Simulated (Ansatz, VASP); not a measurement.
## WS2: VASP beside Ansatz

File INCAR:

```
PREC     = Accurate       # precision mode
ENCUT    = 520            # plane-wave cutoff, eV
EDIFF    = 1E-6           # SCF threshold, eV
ISMEAR   = 0              # smearing method
SIGMA    = 0.02           # smearing width, eV
LREAL    = F              # projectors in reciprocal space
LASPH    = T              # aspherical terms in the spheres
NELM     = 60             # most SCF steps
ALGO     = Normal         # electronic algorithm
ISIF     = 2              # what is computed and relaxed
LWAVE    = F              # write WAVECAR
LCHARG   = T              # write CHGCAR
GGA      = PS             # functional
LELF     = T              # ELF
LVHAR    = T            
NBANDS   = 35             # bands
```

The input KPOINTS:

```
Automatic mesh
0
Gamma
  12 12 2
```

File POSCAR:

```
WS2
1.0
    3.2090053641      0.0000000000      0.0000000000
   -1.6045026821      2.7790801662      0.0000000000
    0.0000000000      0.0000000000     12.5966043505
W S
2 4
Direct
    0.3333333333      0.6666666667      0.2500000000
    0.6666666667      0.3333333333      0.7500000000
    0.3333333333      0.6666666667      0.6273388359
    0.6666666667      0.3333333333      0.1273388359
    0.3333333333      0.6666666667      0.8726611641
    0.6666666667      0.3333333333      0.3726611641
```

Input for Ansatz:

```yaml
crystal:
  lattice:
    - [3.2090053641, 0.0, 0.0]
    - [-1.6045026821, 2.7790801662, 0.0]
    - [0.0, 0.0, 12.5966043505]
  atoms:
    - { symbol: W, position: [0.3333333333, 0.6666666667, 0.25] }
    - { symbol: W, position: [0.6666666667, 0.3333333333, 0.75] }
    - { symbol: S, position: [0.3333333333, 0.6666666667, 0.6273388359] }
    - { symbol: S, position: [0.6666666667, 0.3333333333, 0.1273388359] }
    - { symbol: S, position: [0.3333333333, 0.6666666667, 0.8726611641] }
    - { symbol: S, position: [0.6666666667, 0.3333333333, 0.3726611641] }
basis:
  ecutwfc: 420
kpoints:
  mp_grid: { grid: [12, 12, 2] }
  band_path: { path: [VBM, CBM], npoints: 2 }
hamiltonian:
  xc: pbesol
scf:
  occupations: { method: gaussian, width: 0.02 }
output:
  forces: true
  stress: true
  eigenvalues: true
checkpoint:
  read: start.run
  write: ck
  compress: false
  write_wavefunctions: false
  write_every: 100000
```

Alike in both runs: task single point; functional PBEsol; k mesh 12 × 12 × 2; occupations gaussian, width 0.02 eV; no spin polarisation.

|  | VASP | Ansatz |
| --- | --- | --- |
| version | VASP 6.6.1 | Ansatz 0.2.0 |
| potentials or method | VASP PAW PBE potentials, release 64 (W_sv, S), cutoff 520 eV | scalar-relativistic, plane waves, PAW |
| valence electrons in the cell | 52 | 52 |

VASP gave:

```
gap on the k mesh at the Fermi level (eV)                     : 0.95
least direct gap on the mesh (eV)                             : 1.60
pressure (GPa)                                                : -3.5
traceless stress, the component that is largest in VASP (GPa) : 3.66
rms of the force components (eV/Å)                            : 0.009
```

Q: Which values does Ansatz return?

A: gap on the k mesh at the Fermi level (eV): 0.93; least direct gap on the mesh (eV): 1.60; pressure (GPa): -3.6; traceless stress, the component that is largest in VASP (GPa): 3.63; rms of the force components (eV/Å): 0.000.

VASP's potentials were made for PBE, not for PBEsol. Atom by atom the forces differ by 0.009 eV/Å (rms over components). The functional is the same, so the differences come from potentials, cutoffs and numerics.

Neither program's run includes spin-orbit coupling.
